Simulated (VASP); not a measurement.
Here is a VASP 6.6.1 calculation.

INCAR

```
PREC = Accurate ; ENCUT = 500
EDIFF = 1E-8 ; ISMEAR = 0
SIGMA = 0.01 ; LREAL = F
LASPH = T ; NELM = 120
ALGO = Normal ; ISIF = 3
LWAVE = F ; LCHARG = F
GGA = CA ; IBRION = 6
NFREE = 2 ; POTIM = 0.015
NSW = 1 ; GGA_COMPAT = F
```

File KPOINTS:

```
regular mesh
0
Gamma
  7 7 7
```

The input POSCAR:

```
BAs
1.0
    0.0000000000      2.3885000000      2.3885000000
    2.3885000000      0.0000000000      2.3885000000
    2.3885000000      2.3885000000      0.0000000000
As B
1 1
Direct
    0.7500000000      0.7500000000      0.7500000000
    0.0000000000      0.0000000000      0.0000000000
```

Potentials or basis: VASP PAW LDA potentials, release 64 (As, B).

Run with:

```console
$ cat potpaw_LDA.64/As/POTCAR potpaw_LDA.64/B/POTCAR > POTCAR
$ mpirun -np 1 vasp_std > vasp.out
```

(1) Predict the elastic constants C11, C12, C44.

(2) Predict the Voigt bulk modulus.

(3) Estimate the highest phonon frequency at Γ, LO-TO splitting left out.

Answers

(1) 276, 69, 148 GPa.

(2) 138 GPa.

(3) 685 cm⁻¹.

Caveat: the cell is under stress, which shifts elastic constants.
